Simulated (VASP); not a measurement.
A run of VASP 6.6.1:

File INCAR:

```
ALGO = Normal
EDIFF = 1E-6
ENCUT = 500
GGA = CA
GGA_COMPAT = F
ISIF = 2
ISMEAR = 1
LASPH = T
LCHARG = F
LREAL = F
LWAVE = F
NBANDS = 48
NELM = 120
PREC = Accurate
SIGMA = 0.1
```

The input KPOINTS:

```
k-points
0
Gamma
  12 12 2
```

Contents of POSCAR:

```
InSe
1.0
    4.0500000000      0.0000000000      0.0000000000
   -2.0250000000      3.5074030000      0.0000000000
    0.0000000000      0.0000000000     16.9300000000
In Se
4 4
Direct
    0.3333333333      0.6666666667      0.1570000000
    0.6666666667      0.3333333333      0.6570000000
    0.3333333333      0.6666666667      0.3430000000
    0.6666666667      0.3333333333      0.8430000000
    0.3333333333      0.6666666667      0.6020000000
    0.6666666667      0.3333333333      0.1020000000
    0.3333333333      0.6666666667      0.8980000000
    0.6666666667      0.3333333333      0.3980000000
```

Potentials or basis: VASP PAW LDA potentials, release 64 (In_d, Se).

The run is started by

```console
$ cat potpaw_LDA.64/In_d/POTCAR potpaw_LDA.64/Se/POTCAR > POTCAR
$ mpirun -np 1 vasp_std > vasp.out
```

Hardware: 1 thread of Intel Xeon 8259CL, on a shared host.

Task: Estimate the wall time of this run.

Result: It took 13 min on 1 thread of Intel Xeon 8259CL, on a shared host, peak memory 0.46 GiB. Counts: scf iterations 13, k points 38.
